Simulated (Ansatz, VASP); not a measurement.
Two plane-wave programs on Ta

```
CELL_PARAMETERS angstrom
-1.64026 1.64026 1.64026
1.64026 -1.64026 1.64026
3.28052 3.28052 0.00000
ATOMIC_POSITIONS crystal
Ta 0.01617 0.98383 0.00000
Ta 0.48383 0.51617 0.50000
```

Change from the starting cell: mode 4 (93.3 1/cm) frozen in, largest displacement +0.075 Å.

Alike in both runs: task single point; functional PBEsol; k mesh 22 × 22 × 14; occupations gaussian, width 0.15 eV; no spin polarisation.

```csv
,VASP,Ansatz
version,VASP 6.6.1,Ansatz 0.2.0
potentials or method,"VASP PAW PBE potentials, release 64 (Ta_pv), cutoff 520 eV","scalar-relativistic, plane waves, PAW"
valence electrons in the cell,22,26
```

Ansatz gave:

```
gap on the k mesh at the Fermi level (eV)                     : none
pressure (GPa)                                                : 0.6
traceless stress, the component that is largest in VASP (GPa) : 0.05
rms of the force components (eV/Å)                            : 0.243
```

Problem. Which values does VASP return?

Solution. gap on the k mesh at the Fermi level (eV): none; pressure (GPa): 0.8; traceless stress, the component that is largest in VASP (GPa): 0.05; rms of the force components (eV/Å): 0.243.

VASP's potentials were made for PBE, not for PBEsol. Atom by atom the forces differ by 0.000 eV/Å (rms over components). A gap of «none» marks a metal or a gap that the smearing closes. VASP's potentials hold 22 valence electrons a cell and Ansatz's 26, so a difference there can come from the potentials and not from the codes.

Spin-orbit coupling is off throughout.
